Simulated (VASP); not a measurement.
# Zn7O8 (a cell with a defect) in VASP: further runs

The runs below take Zn7O8 (a cell with a defect) through single point, with PBE.

Everything below comes from runs of VASP 6.6.1. Logs are shortened: lines on timing, memory, paths and dates and some standing lists are left out, and cuts for length are marked.

## 1. The cell of the first run

The cell holds a defect, 15 atoms: a = 6.499 Å, b = 5.628 Å, c = 5.204 Å, α = 90.00°, β = 90.00°, γ = 90.00°.

## 2. Single point, PBE

INCAR

```
SYSTEM = Zn7O8
  PREC = Accurate
  ENCUT = 520
  EDIFF = 1E-6
  ISMEAR = 0
  SIGMA = 0.02
  LREAL = Auto
  LASPH = .TRUE.
  NELM = 80
  ALGO = Normal
  ISIF = 2
  LWAVE = .FALSE.
  LCHARG = .FALSE.
  GGA = PE
  NBANDS = 79
```

KPOINTS

```
Automatic mesh
0
G
  2 2 2
  0 0 0
```

POSCAR

```
Zn7O8
1.0
   -3.2494000000     -5.6281260000      0.0000000000
    4.8741000000     -2.8140630000      0.0000000000
    0.0000000000      0.0000000000      5.2038000000
Zn O
7 8
Direct
    0.4983550906      0.3365513698     -0.0044227295
    0.2889257996      0.8076152507      0.0554202698
    0.2529449221      0.1732857820      0.5047878473
    0.0009541138      0.3312431623     -0.0023033168
   -0.0083864662      0.6675355485      0.5103714593
    0.7514963142      0.8308506439      0.0017546793
    0.7434925678      0.1666594345      0.4953003574
    0.4983136374      0.3106799888      0.3668242438
    0.5105687685      0.6622757342      0.8857486837
    0.2267968392      0.8472492664      0.4019189823
    0.2506246594      0.1643072092      0.8843671932
   -0.0020047567      0.3379224357      0.3821130712
    0.0026190679      0.6656039883      0.8880139513
    0.7664237055      0.8461597400      0.3715896076
    0.7495934369      0.1657097544      0.8766176640
```

Potentials or basis: VASP PAW PBE potentials, release 64 (Zn, O).

The run is started by

```sh
$ cat potpaw_PBE.64/Zn/POTCAR potpaw_PBE.64/O/POTCAR > POTCAR
$ mpirun -np 1 vasp_std > vasp.out
```

OUTCAR:

```text
SYSTEM = Zn7O8
   PREC = Accurate
   ENCUT = 520
   EDIFF = 1E-6
   ISMEAR = 0
   LREAL = Auto
   LASPH = .TRUE.
   NELM = 80
   ISIF = 2
   GGA = PE

 ion  position               nearest neighbor table
   1  0.498  0.337  0.996-   9 1.92   8 1.94  11 1.97  15 1.99   2 3.00
   2  0.289  0.808  0.055-  10 1.86   9 1.88  13 2.20  11 2.21   1 3.00   6 3.02
   3  0.253  0.173  0.505-   8 1.91  10 1.92  11 1.98  12 2.00
   4  0.001  0.331  0.998-  11 1.97  13 1.97  15 1.98  12 2.00
   5  0.992  0.668  0.510-  14 1.92  10 1.92  13 1.97  12 1.97
   6  0.751  0.831  0.002-   9 1.93  14 1.93  13 1.97  15 1.99   2 3.02
   7  0.743  0.167  0.495-   8 1.91  14 1.92  15 1.98  12 2.00
   8  0.498  0.311  0.367-   7 1.91   3 1.91   1 1.94
   9  0.511  0.662  0.886-   2 1.88   1 1.92   6 1.93
  10  0.227  0.847  0.402-   2 1.86   5 1.92   3 1.92
  11  0.251  0.164  0.884-   4 1.97   1 1.97   3 1.98   2 2.21
  12  0.998  0.338  0.382-   5 1.97   4 2.00   3 2.00   7 2.00
  13  0.003  0.666  0.888-   5 1.97   4 1.97   6 1.97   2 2.20
  14  0.766  0.846  0.372-   5 1.92   7 1.92   6 1.93
  15  0.750  0.166  0.877-   4 1.98   7 1.98   1 1.99   6 1.99

  LATTYP: Found a simple orthorhombic cell.
 ALAT       =     5.2038000000
 B/A-ratio  =     1.0815415505
 C/A-ratio  =     1.2488566224

  Lattice vectors:

 A1 = (   0.0000000000,   0.0000000000,  -5.2038000000)
 A2 = (   4.8741000000,  -2.8140630000,   0.0000000000)
 A3 = (  -3.2494000000,  -5.6281260000,   0.0000000000)

Analysis of symmetry for initial positions (statically):
=====================================================================
 Subroutine PRICEL returns:
 Original cell was already a primitive cell.

 Routine SETGRP: Setting up the symmetry group for a
 simple orthorhombic supercell.

 Subroutine GETGRP returns: Found  1 space group operations
 (whereof  1 operations were pure point group operations)
 out of a pool of  8 trial point group operations.

The static configuration has the point symmetry C_1 .

Analysis of symmetry for dynamics (positions and initial velocities):
=====================================================================
 Subroutine PRICEL returns:
 Original cell was already a primitive cell.

 Routine SETGRP: Setting up the symmetry group for a
 simple orthorhombic supercell.

 Subroutine GETGRP returns: Found  1 space group operations
 (whereof  1 operations were pure point group operations)
 out of a pool of  8 trial point group operations.

The dynamic configuration has the point symmetry C_1 .

 Subroutine INISYM returns: Found  1 space group operations
 (whereof  1 operations are pure point group operations),
 and found     1 'primitive' translations

----------------------------------------------------------------------------------------

                                     Primitive cell

  volume of cell :     190.3345

  direct lattice vectors                    reciprocal lattice vectors
    -3.249400000 -5.628126000  0.000000000    -0.076937281 -0.133259277  0.000000000
     4.874100000 -2.814063000  0.000000000     0.153874561 -0.088839518  0.000000000
     0.000000000  0.000000000  5.203800000     0.000000000  0.000000000  0.192167262

  length of vectors
     6.498800092  5.628125921  5.203800000     0.153874559  0.177679038  0.192167262

  position of ions in fractional coordinates (direct lattice)
     0.498355091  0.336551370  0.995577271
     0.288925800  0.807615251  0.055420270
     0.252944922  0.173285782  0.504787847
     0.000954114  0.331243162  0.997696683
     0.991613534  0.667535548  0.510371459
     0.751496314  0.830850644  0.001754679
     0.743492568  0.166659434  0.495300357
     0.498313637  0.310679989  0.366824244
     0.510568769  0.662275734  0.885748684
     0.226796839  0.847249266  0.401918982
     0.250624659  0.164307209  0.884367193
     0.997995243  0.337922436  0.382113071
     0.002619068  0.665603988  0.888013951
     0.766423706  0.846159740  0.371589608
     0.749593437  0.165709754  0.876617664

  ion indices of the primitive-cell ions
   primitive index   ion index
                 1           1
                 2           2
                 3           3
                 4           4
                 5           5
                 6           6
                 7           7
                 8           8
                 9           9
                10          10
                11          11
                12          12
                13          13
                14          14
                15          15

----------------------------------------------------------------------------------------

 KPOINTS: Automatic mesh

Automatic generation of k-mesh.
 Grid dimensions read from file:
 generate k-points for:    2    2    2

 Generating k-lattice:

  Cartesian coordinates                     Fractional coordinates (reciprocal lattice)
    -0.038468640 -0.066629638  0.000000000     0.500000000  0.000000000  0.000000000
     0.076937281 -0.044419759  0.000000000     0.000000000  0.500000000  0.000000000
     0.000000000  0.000000000  0.096083631     0.000000000  0.000000000  0.500000000

  Length of vectors
     0.076937280  0.088839519  0.096083631

  Shift w.r.t. Gamma in fractional coordinates (k-lattice)
     0.000000000  0.000000000  0.000000000

 Subroutine IBZKPT returns following result:
 ===========================================

 Found      8 irreducible k-points:

 Following reciprocal coordinates:
            Coordinates               Weight
  0.000000  0.000000  0.000000      1.000000
  0.500000 -0.000000  0.000000      1.000000
 -0.000000  0.500000  0.000000      1.000000
  0.500000  0.500000  0.000000      1.000000
  0.000000  0.000000  0.500000      1.000000
  0.500000 -0.000000  0.500000      1.000000
 -0.000000  0.500000  0.500000      1.000000
  0.500000  0.500000  0.500000      1.000000
   k-points           NKPTS =      8   k-points in BZ     NKDIM =      8   number of bands    NBANDS=     79
   number of dos      NEDOS =    301   number of ions     NIONS =     15
   total plane-waves  NPLWV =  80640
   dimension x,y,z NGX =    48 NGY =   42 NGZ =   40
   dimension x,y,z NGXF=    96 NGYF=   84 NGZF=   80
   ions per type =               7   8
   NGX,Y,Z   is equivalent  to a cutoff of  12.28, 12.41, 12.78 a.u.
   NGXF,Y,Z  is equivalent  to a cutoff of  24.56, 24.81, 25.56 a.u.
 SYSTEM =  Zn7O8
   PREC   = accura    normal or accurate (medium, high low for compatibility)
   ISTART =      0    job   : 0-new  1-cont  2-samecut
   ICHARG =      2    charge: 1-file 2-atom 10-const
   ISPIN  =      1    spin polarized calculation?
   LNONCOLLINEAR =      F non collinear calculations
   LSORBIT =      F    spin-orbit coupling
   LASPH  =      T    aspherical Exc in radial PAW
   ENCUT  =  520.0 eV  38.22 Ry    6.18 a.u.  12.08 10.46  9.68*2*pi/ulx,y,z
   NELM   =     80;   NELMIN=  2; NELMDL= -5     # of ELM steps
   EDIFF  = 0.1E-05   stopping-criterion for ELM
   LREAL  =      T    real-space projection
   EDIFFG = 0.1E-04   stopping-criterion for IOM
   NSW    =      0    number of steps for IOM
   IBRION =     -1    ionic relax: 0-MD 1-quasi-New 2-CG
   NFREE  =      0    steps in history (QN), initial steepest desc. (CG)
   ISIF   =      2    stress and relaxation
   ISYM   =      2    0-nonsym 1-usesym 2-fastsym
   POTIM  = 0.5000    time-step for ionic-motion
   TEBEG  =    0.0;   TEEND  =   0.0 temperature during run
   PSTRESS=    0.0 pullay stress
   NELECT =     132.0000    total number of electrons
   NUPDOWN=      -1.0000    fix difference up-down
   EMIN   =  10.00;   EMAX   =-10.00  energy-range for DOS
   EFERMI =   0.00;   METHOD = LEGACY
   ISMEAR =     0;   SIGMA  =   0.02  broadening in eV -4-tet -1-fermi 0-gaus
   EFERMI_NEDOS =   21; number of points for ismear=-14 and -15
   IALGO  =     38    algorithm
   IMIX   =      4    mixing-type and parameters
     AMIX     =   0.40;   BMIX     =  1.00
     AMIX_MAG =   1.60;   BMIX_MAG =  1.00
  volume/ion in A,a.u.               =      12.69        85.63
  Fermi-wavevector in a.u.,A,eV,Ry     =   1.449084  2.738372 28.570125  2.099845
  Thomas-Fermi vector in A             =   2.566851
   LORBIT       =      0    0 simple, 1 ext, 2 COOP (PROOUT), +10 PAW based schemes
   GGA     = PE    functional components
   LHFCALC =     F    Hartree Fock is set to
   AEXX    =    0.0000 exact exchange contribution
   IVDW    =     0    specifies the selected vdW correction
   LEPSILON=     F    determine dielectric tensor
   LRPA    =     F    only Hartree local field effects (RPA)
 non-spin polarized calculation
 Gauss-broadening in eV      SIGMA  =   0.02
  energy-cutoff  :      520.00
  volume of cell :      190.33
 maximum number of plane-waves:      5148
   NGX = 25   NGY = 21   NGZ = 19

 number of electron     132.0000029 magnetization

 Free energy of the ion-electron system (eV)
  ---------------------------------------------------
  ext. energy  EPLUGINS =         0.00000000
  ---------------------------------------------------
  free energy    TOTEN  =       -64.64935169 eV

  energy without entropy =      -64.64473308  energy(sigma->0) =      -64.64704238

 E-fermi :   0.1391     XC(G=0): -10.3870

 val. band max:        0.1363046997   @ k =   0.5000  -0.0000   0.0000
 cond. band min:       0.1396085461   @ k =   0.5000   0.5000   0.0000
 fundamental gap:      0.0033038465
 Fermi energy:         0.1390856314

 k-point     1 :       0.0000    0.0000    0.0000
  band No.  band energies     occupation
      1     -17.5362      2.00000
      2     -16.9959      2.00000
      3     -16.9017      2.00000
      4     -16.7815      2.00000
      5     -16.6854      2.00000
      6     -16.6110      2.00000
[... 637 lines left out ...]
     77       9.6019      0.00000
     78       9.7042      0.00000
 [bands above 78 left out]

------------------------ aborting loop because EDIFF is reached ----------------------------------------

  FORCE on cell =-STRESS in cart. coord.  units (eV):
  Direction    XX          YY          ZZ          XY          YZ          ZX
  --------------------------------------------------------------------------------------
  -------------------------------------------------------------------------------------
  Total        3.3854387      2.8085072      4.8061984      0.0144764      0.7658660      1.4667971
  in kB       28.4975785     23.6411467     40.4570949      0.1218582      6.4468235     12.3470454
  external PRESSURE =      30.8652733 kB  Pullay stress =       0.0000000 kB

 VOLUME and BASIS-vectors are now :
 -----------------------------------------------------------------------------
  energy-cutoff  :      520.00
  volume of cell :      190.33
      direct lattice vectors                 reciprocal lattice vectors
    -3.249400000 -5.628126000  0.000000000    -0.076937281 -0.133259277  0.000000000
     4.874100000 -2.814063000  0.000000000     0.153874561 -0.088839518  0.000000000
     0.000000000  0.000000000  5.203800000     0.000000000  0.000000000  0.192167262

 POSITION                                       TOTAL-FORCE (eV/Angst)
 -----------------------------------------------------------------------------------
      0.02103     -3.75188      5.18079        -0.018071     -0.099679      0.024375
      2.99756     -3.89879      0.28840         0.845814      0.482256     -0.995027
      0.02269     -1.91124      2.62681        -0.017115      0.052618      0.092082
      1.61141     -0.93751      5.19181        -0.083687      0.031529      0.103961
      0.03149     -7.45941      2.65587         0.028883     -0.059792      0.083953
      1.60774     -6.56758      0.00913        -0.059625     -0.001580      0.008506
     -1.60359     -4.65346      2.57744         0.012278     -0.008267     -0.017329
     -0.10493     -3.67885      1.90888         0.017327      0.013654      0.030093
      1.56896     -4.73723      4.60926         0.013210     -0.010702      0.157688
      3.39262     -3.66065      2.09151        -0.121772     -0.064433     -0.094483
     -0.01353     -1.87292      4.60207        -0.370928      0.153395      0.237017
     -1.59582     -6.56778      1.98844        -0.002658      0.012499      0.116749
      3.23571     -1.88779      4.62105        -0.161388     -0.440488      0.237372
      1.63385     -6.69468      1.93368        -0.012135      0.000366      0.025022
     -1.62804     -4.68512      4.56174        -0.070133     -0.061375     -0.009980
 -----------------------------------------------------------------------------------
    total drift:                                0.001067      0.003581      0.005846

  FREE ENERGIE OF THE ION-ELECTRON SYSTEM (eV)
  ---------------------------------------------------
  free  energy   TOTEN  =       -64.6493516886 eV

  energy  without entropy=      -64.6447330775  energy(sigma->0) =      -64.64704238
```

Wall time 3.5 min (1 thread of Intel Xeon Platinum 8488C (Sapphire Rapids), shared host); peak memory 0.3 GiB.

Results:

- Free energy: -64.6494 eV
- Pressure: 3.1 GPa
- Largest force: 1.392 eV/Å
- Band gap on the k mesh: zero (band 66 reaches 0.40 eV, above the bottom of band 67 at -0.04 eV)

Forces on the atoms (eV/Å):
```
Zn  -0.018 -0.100  0.024
Zn   0.846  0.482 -0.995
Zn  -0.017  0.053  0.092
Zn  -0.084  0.032  0.104
Zn   0.029 -0.060  0.084
Zn  -0.060 -0.002  0.009
Zn   0.012 -0.008 -0.017
O    0.017  0.014  0.030
O    0.013 -0.011  0.158
O   -0.122 -0.064 -0.094
O   -0.371  0.153  0.237
O   -0.003  0.012  0.117
O   -0.161 -0.440  0.237
O   -0.012  0.000  0.025
O   -0.070 -0.061 -0.010
```

Levels at points of the mesh, in eV from the Fermi level:
| k point | band 63 | band 64 | band 65 | band 66 | band 67 | band 68 | band 69 | band 70 |
| --- | --- | --- | --- | --- | --- | --- | --- | --- |
| (0.00, 0.00, 0.00) | -0.41 | -0.32 | 0.24 | 0.26 | 0.30 | 1.80 | 6.06 | 6.39 |
| (0.50, 0.00, 0.00) | -0.33 | -0.16 | -0.01 | 0.00 | 0.07 | 3.51 | 3.89 | 7.31 |
| (0.00, 0.50, 0.00) | -0.40 | -0.19 | -0.14 | -0.04 | 0.10 | 3.79 | 4.28 | 6.43 |
| (0.50, 0.50, 0.00) | -0.45 | -0.38 | -0.27 | -0.21 | 0.00 | 4.78 | 4.99 | 5.17 |
| (0.00, 0.00, 0.50) | -0.42 | -0.14 | -0.13 | 0.02 | 0.05 | 3.97 | 4.58 | 6.18 |
| (0.50, 0.00, 0.50) | -0.67 | -0.44 | -0.37 | -0.26 | -0.07 | 5.00 | 5.18 | 5.34 |
| (0.00, 0.50, 0.50) | -0.73 | -0.64 | -0.45 | -0.26 | -0.13 | 5.12 | 5.31 | 5.51 |
| (0.50, 0.50, 0.50) | -0.85 | -0.65 | -0.51 | -0.26 | -0.18 | 5.68 | 5.81 | 5.97 |

Caveat: the k points lie up to 0.60 Å⁻¹ apart.

## 3. Single point, PBE

INCAR

```
PREC = Accurate ; ENCUT = 520
EDIFF = 1E-6 ; ISMEAR = 0
SIGMA = 0.02 ; LREAL = Auto
LASPH = True ; NELM = 60
ALGO = Normal ; ISIF = 2
LWAVE = False ; LCHARG = False
GGA = PE ; NBANDS = 79
```

KPOINTS

```
regular mesh
0
Gamma
  2 2 2
```

POSCAR

```
Zn7O8
1.0
   -3.2494000000     -5.6281260000      0.0000000000
    4.8741000000     -2.8140630000      0.0000000000
    0.0000000000      0.0000000000      5.2038000000
Zn O
7 8
Direct
    0.4974095701      0.3358834774     -0.0100096084
    0.4806067156      0.6793774156      0.4366924171
    0.2503821188      0.1643061605      0.5065146624
    0.0059950448      0.3334804987      0.0009969638
   -0.0005215958      0.6677542780      0.5116157423
    0.7504688045      0.8299391340     -0.0022479726
    0.7505401270      0.1696627251      0.5040535762
    0.4994616344      0.3334292762      0.3767475691
    0.5179331426      0.6571551576      0.8707342711
    0.2313020387      0.8438410875      0.3891894385
    0.2506152040      0.1906009405      0.8736073638
   -0.0001165575      0.3361989409      0.3814128137
   -0.0182418124      0.6537896339      0.8783875245
    0.7472775738      0.8358432835      0.3813503594
    0.7519132694      0.1642871459      0.8868667128
```

Potentials or basis: VASP PAW PBE potentials, release 64 (Zn, O).

The run is started by

```sh
$ cat potpaw_PBE.64/Zn/POTCAR potpaw_PBE.64/O/POTCAR > POTCAR
$ mpirun -np 1 vasp_std > vasp.out
```

It took 2.2 min on 1 thread of Intel Xeon 6975P-C (Granite Rapids), shared host; peak memory 0.3 GiB.

Results (log left out):

- Free energy: -64.6357 eV
- Pressure: 3.2 GPa
- Largest force: 1.149 eV/Å
- Band gap on the k mesh: zero (band 66 reaches 0.43 eV, above the bottom of band 67 at -0.00 eV)

Forces on the atoms (eV/Å):
```
Zn   0.037 -0.079 -0.058
Zn  -0.217 -0.071  1.126
Zn  -0.052  0.087 -0.105
Zn  -0.003  0.032  0.071
Zn   0.137 -0.084 -0.122
Zn   0.074  0.083 -0.057
Zn   0.055  0.038 -0.061
O   -0.013  0.025 -0.109
O    0.047  0.024 -0.502
O   -0.086 -0.042 -0.054
O   -0.038  0.055  0.004
O    0.031  0.027  0.009
O   -0.020 -0.027 -0.002
O    0.041 -0.039 -0.100
O    0.007 -0.028 -0.041
```

Stress tensor (GPa, compression positive):
```
 3.40 -0.07  0.99
-0.07  3.36  0.52
 0.99  0.52  2.80
```

Levels at points of the mesh, in eV from the Fermi level:
| k point | band 63 | band 64 | band 65 | band 66 | band 67 | band 68 | band 69 | band 70 |
| --- | --- | --- | --- | --- | --- | --- | --- | --- |
| (0.00, 0.00, 0.00) | -0.39 | -0.24 | 0.23 | 0.30 | 0.34 | 1.77 | 5.91 | 6.47 |
| (0.50, 0.00, 0.00) | -0.32 | -0.14 | -0.02 | 0.00 | 0.11 | 3.45 | 3.95 | 7.22 |
| (0.00, 0.50, 0.00) | -0.43 | -0.24 | -0.12 | -0.03 | 0.12 | 3.82 | 4.26 | 6.36 |
| (0.50, 0.50, 0.00) | -0.45 | -0.37 | -0.25 | -0.13 | -0.01 | 4.81 | 4.97 | 5.09 |
| (0.00, 0.00, 0.50) | -0.32 | -0.14 | -0.12 | 0.09 | 0.14 | 3.92 | 4.62 | 6.32 |
| (0.50, 0.00, 0.50) | -0.57 | -0.32 | -0.29 | -0.24 | -0.04 | 4.99 | 5.18 | 5.34 |
| (0.00, 0.50, 0.50) | -0.64 | -0.58 | -0.46 | -0.22 | -0.05 | 5.20 | 5.31 | 5.58 |
| (0.50, 0.50, 0.50) | -0.80 | -0.65 | -0.39 | -0.19 | -0.13 | 5.75 | 5.89 | 6.05 |

Caveat: the k points lie up to 0.60 Å⁻¹ apart.

(Part 1 of 2 ends here.)
